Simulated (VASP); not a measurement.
CdF2:

```
Cd F
1.0
     0.00000    2.69418    2.82916
     2.69418    0.00000    2.82916
     2.69418    2.69418    0.00000
Cd F
1 2
Direct
  0.00000 0.00000 0.00000
  0.25000 0.25000 0.25000
  0.75000 0.75000 0.75000
```

This cell differs from its parent crystal: uniaxial z strain +5.0%.

Base run:

* Program: VASP 6.6.1
* Functional: PBE
* Potentials or basis: VASP PAW PBE potentials, release 64 (Cd, F)
* Cutoff: 520 eV
* k mesh: 8 × 8 × 8
* Occupations: fermi-dirac, width 0.02 eV
* Spin: no spin polarisation

Its results: band gap on the k mesh 2.82 eV, indirect (least direct gap 3.35 eV); pressure 0.7 GPa.

**Question.** The run is repeated on the same cell with these changes: functional from PBE to r2SCAN; occupations from fermi-dirac, width 0.02 eV to gaussian, width 0.01 eV. What comes out?

**Answer.** Band gap on the k mesh 3.49 eV, indirect (least direct gap 4.03 eV); pressure -4.2 GPa.

Caveats: the PAW data sets were made with another functional, which shifts forces and pressure a little (some runs).

A k mesh can miss the band edges.
